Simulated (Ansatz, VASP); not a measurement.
GaSb: VASP beside Ansatz

The input INCAR:

```
PREC     = Accurate       # precision mode
ENCUT    = 520            # plane-wave cutoff, eV
EDIFF    = 1E-7           # SCF threshold, eV
ISMEAR   = -1             # smearing method
SIGMA    = 0.05           # smearing width, eV
LREAL    = F              # projectors in reciprocal space
LASPH    = T              # aspherical terms in the spheres
NELM     = 150            # most SCF steps
ALGO     = Normal         # electronic algorithm
ISIF     = 2              # what is computed and relaxed
LWAVE    = F              # write WAVECAR
LCHARG   = T              # write CHGCAR
LNONCOLLINEAR= T              # non-collinear magnetism
MAGMOM   = 0 0 0 0 0 0    # initial moments
LORBIT   = 11             # projections on sites
LSORBIT  = T              # spin-orbit coupling
GGA_COMPAT= F            
LORBMOM  = T            
GGA      = PS             # functional
LVHAR    = T            
NBANDS   = 30             # bands
```

KPOINTS

```
regular mesh
0
Gamma
  8 8 8
```

POSCAR

```
GaSb
1.0
    0.0000000000      3.1189956238      3.1189956238
    3.1189956238      0.0000000000      3.1189956238
    3.1189956238      3.1189956238      0.0000000000
Sb Ga
1 1
Direct
    0.7500000000      0.7500000000      0.7500000000
    0.0000000000      0.0000000000      0.0000000000
```

Contents of input.yaml:

```yaml
crystal:
  lattice:
    - [0.0, 3.1189956238, 3.1189956238]
    - [3.1189956238, 0.0, 3.1189956238]
    - [3.1189956238, 3.1189956238, 0.0]
  atoms:
    - { symbol: Sb, position: [0.75, 0.75, 0.75] }
    - { symbol: Ga, position: [0.0, 0.0, 0.0] }
hamiltonian:
  xc: pbesol
  pseudopotentials: { kind: paw_fr }
magnetization:
  noncollinear: true
  spin_orbit: true
kpoints:
  mp_grid: { grid: [8, 8, 8] }
scf:
  occupations: { method: fermi_dirac, width: 0.05 }
output:
  forces: true
  stress: true
  eigenvalues: true
```

Alike in both runs: task single point; functional PBEsol; k mesh 8 × 8 × 8; occupations fermi-dirac, width 0.05 eV; non-collinear spin, spin-orbit coupling.

|  | VASP | Ansatz |
| --- | --- | --- |
| version | VASP 6.6.1 | Ansatz 0.2.0 |
| potentials or method | VASP PAW PBE potentials, release 64 (Sb, Ga_d) | Ansatz PAW |
| plane-wave cutoff (eV) | 520 | 420 |
| valence electrons in the cell | 18 | 28 |

|  | VASP | Ansatz | Ansatz less VASP |
| --- | --- | --- | --- |
| pressure (GPa) | -2.6 | -2.7 | -0.08 |
| net moment per atom (μB) | 0.00 | 0.00 | 0.000 |

VASP's potentials were made for PBE, not for PBEsol. With one functional, cell and mesh, what is left measures potentials, basis and numerics. VASP's potentials hold 18 valence electrons a cell and Ansatz's 28, so a difference there can come from the potentials and not from the codes.
